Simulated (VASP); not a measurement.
A run of VASP 6.6.1:

File INCAR:

```
PREC = Accurate
ENCUT = 600
EDIFF = 1E-6
ISMEAR = 0
SIGMA = 0.01
LREAL = Auto
LASPH = T
NELM = 120
ALGO = Normal
ISIF = 2
LWAVE = F
LCHARG = T
GGA = PE
LVHAR = T
NBANDS = 141
GGA_COMPAT = F
KPAR = 4
```

Contents of KPOINTS:

```
Automatic mesh
0
Gamma
  3 3 3
```

POSCAR

```
SiC
1.0
    0.0000000000      6.5309910000      6.5309910000
    6.5309910000      0.0000000000      6.5309910000
    6.5309910000      6.5309910000      0.0000000000
Si C
27 27
Direct
    0.0837430000      0.0887470000      0.0793000000
    0.0915610000      0.0840160000      0.4164810000
    0.0858800000      0.0791160000      0.7484120000
    0.0762880000      0.4156330000      0.0825870000
    0.0829890000      0.4176980000      0.4199190000
    0.0811520000      0.4071530000      0.7438530000
    0.0847530000      0.7486470000      0.0853230000
    0.0807690000      0.7473820000      0.4123950000
    0.0752370000      0.7452630000      0.7458720000
    0.4154400000      0.0810590000      0.0905050000
    0.4159940000      0.0804280000      0.4194400000
    0.4246360000      0.0729170000      0.7566050000
    0.4146490000      0.4237980000      0.0842410000
    0.4159020000      0.4128600000      0.4255810000
    0.4160320000      0.4182800000      0.7491140000
    0.4147270000      0.7483850000      0.0917370000
    0.4200270000      0.7474490000      0.4115810000
    0.4110540000      0.7478080000      0.7547970000
    0.7502840000      0.0869880000      0.0885380000
    0.7450860000      0.0862310000      0.4226090000
    0.7466190000      0.0798520000      0.7482640000
    0.7515160000      0.4168790000      0.0783420000
    0.7468230000      0.4145750000      0.4142050000
    0.7486880000      0.4206710000      0.7501410000
    0.7488690000      0.7528570000      0.0843940000
    0.7493570000      0.7480990000      0.4149610000
    0.7516240000      0.7479210000      0.7467470000
    0.0042980000     -0.0011220000     -0.0011330000
    0.0031590000      0.0048800000      0.3332000000
   -0.0018970000     -0.0057700000      0.6601340000
   -0.0013870000      0.3336330000     -0.0057840000
   -0.0036650000      0.3316020000      0.3246060000
    0.0047700000      0.3237990000      0.6701250000
    0.0022840000      0.6711940000     -0.0009980000
   -0.0001950000      0.6632640000      0.3379610000
   -0.0090640000      0.6749050000      0.6562370000
    0.3247350000      0.0046420000     -0.0031680000
    0.3284060000     -0.0003420000      0.3348640000
    0.3374390000     -0.0020940000      0.6679870000
    0.3324000000      0.3323460000     -0.0008660000
    0.3250570000      0.3177180000      0.3328010000
    0.3326920000      0.3347730000      0.6708610000
    0.3356290000      0.6623990000      0.0100640000
    0.3346250000      0.6630630000      0.3287530000
    0.3314560000      0.6603900000      0.6695630000
    0.6659360000     -0.0006270000     -0.0001970000
    0.6674190000     -0.0010280000      0.3322080000
    0.6630200000     -0.0018940000      0.6598360000
    0.6567130000      0.3333000000      0.0047810000
    0.6694960000      0.3293670000      0.3376030000
    0.6656650000      0.3269320000      0.6636910000
    0.6636490000      0.6684410000      0.0042760000
    0.6701770000      0.6689980000      0.3293070000
    0.6720350000      0.6702230000      0.6635270000
```

Potentials or basis: VASP PAW PBE potentials, release 64 (Si, C).

Run with:

```sh
$ cat potpaw_PBE.64/Si/POTCAR potpaw_PBE.64/C/POTCAR > POTCAR
$ mpirun -np 4 vasp_std > vasp.out
```

Hardware: 4 MPI ranks on Intel(R) Xeon(R) Platinum 8375C CPU @ 2.90GHz (Ice Lake), on a shared host.

Q: How long does it take, and how much memory?

A: Wall time 15 min on 4 MPI ranks on Intel(R) Xeon(R) Platinum 8375C CPU @ 2.90GHz (Ice Lake), on a shared host, peak memory 1.5 GiB a rank. Counts: scf iterations 16, k points 14.
